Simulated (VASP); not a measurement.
Set up this calculation in VASP 6.6.1, as the native input.

```yaml
Task: electric field gradients
Functional: PBE
Potentials_or_basis: VASP PAW PBE potentials, release 64 (As)
Cutoff: 520 eV
k_mesh: 12 × 12 × 9
Occupations: fermi-dirac, width 0.05 eV
Spin: no spin polarisation
Dipole_correction: no
Further_INCAR_settings: ALGO = Normal; EDIFF = 1e-08; NBANDS = 18
```

The structure of As lies in POSCAR:

```
As
1.0
    1.8250000000     -5.5000000000      0.0000000000
    1.8250000000      5.5000000000      0.0000000000
    0.0000000000      0.0000000000      4.4700000000
As
4
Direct
    0.1100000000      0.8900000000      0.9400000000
    0.6100000000      0.3900000000      0.5600000000
    0.8900000000      0.1100000000      0.0600000000
    0.3900000000      0.6100000000      0.4400000000
```

One way to write it, as run:

INCAR

```
PREC     = Accurate       # precision mode
ENCUT    = 520            # plane-wave cutoff, eV
EDIFF    = 1E-8           # SCF threshold, eV
ISMEAR   = -1             # smearing method
SIGMA    = 0.05           # smearing width, eV
LREAL    = False          # projectors in reciprocal space
LASPH    = True           # aspherical terms in the spheres
NELM     = 60             # most SCF steps
ALGO     = Normal         # electronic algorithm
ISIF     = 2              # what is computed and relaxed
LWAVE    = False          # write WAVECAR
LCHARG   = False          # write CHGCAR
GGA      = PE             # functional
LEFG     = True         
NBANDS   = 18             # bands
```

KPOINTS

```
Automatic mesh
0
Gamma
  12 12 9
```

Potentials or basis: VASP PAW PBE potentials, release 64 (As).

The run is started by

```bash
$ cat potpaw_PBE.64/As/POTCAR > POTCAR
$ mpirun -np 1 vasp_std > vasp.out
```

Results of the run:

* Pressure: 3.3 GPa
* Largest force: 0.159 eV/Å
* Band gap on the k mesh: zero (band 10 reaches 4.86 eV, above the bottom of band 11 at 4.73 eV)

Caveat: without QUAD_EFG the Cq values of the log hold for a quadrupole moment of 1 mb, not for the nuclei.

It took 7.6 min on 1 thread of Intel(R) Xeon(R) Platinum 8488C (Sapphire Rapids) (shared host), peak memory 0.46 GiB.
